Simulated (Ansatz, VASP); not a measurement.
# Two plane-wave programs on TePb

```
CELL_PARAMETERS angstrom
0.00000 3.23100 3.23100
3.23100 0.00000 3.23100
3.23100 3.23100 0.00000
ATOMIC_POSITIONS crystal
Pb 0.00000 0.00000 0.00000
Te 0.50000 0.50000 0.50000
```

Alike in both runs: functional b88 exchange, pbe correlation; k mesh 7 × 7 × 7; occupations fermi-dirac, width 0.05 eV; no spin polarisation.

|  | VASP | Ansatz |
| --- | --- | --- |
| version | VASP 6.6.1 | Ansatz 0.2.0 |
| potentials or method | VASP PAW PBE potentials, release 64 (Pb_d, Te) | Ansatz PAW |
| plane-wave cutoff (eV) | 500 | 420 |
| valence electrons in the cell | 20 | 30 |
| task | single point | band structure |

```csv
,VASP,Ansatz,Ansatz less VASP
pressure (GPa),1.9,1.9,+0.06
```

VASP's potentials were made for PBE, not for b88 exchange, pbe correlation. VASP's potentials hold 20 valence electrons a cell and Ansatz's 30, so a difference there can come from the potentials and not from the codes.

Neither program's run includes spin-orbit coupling.
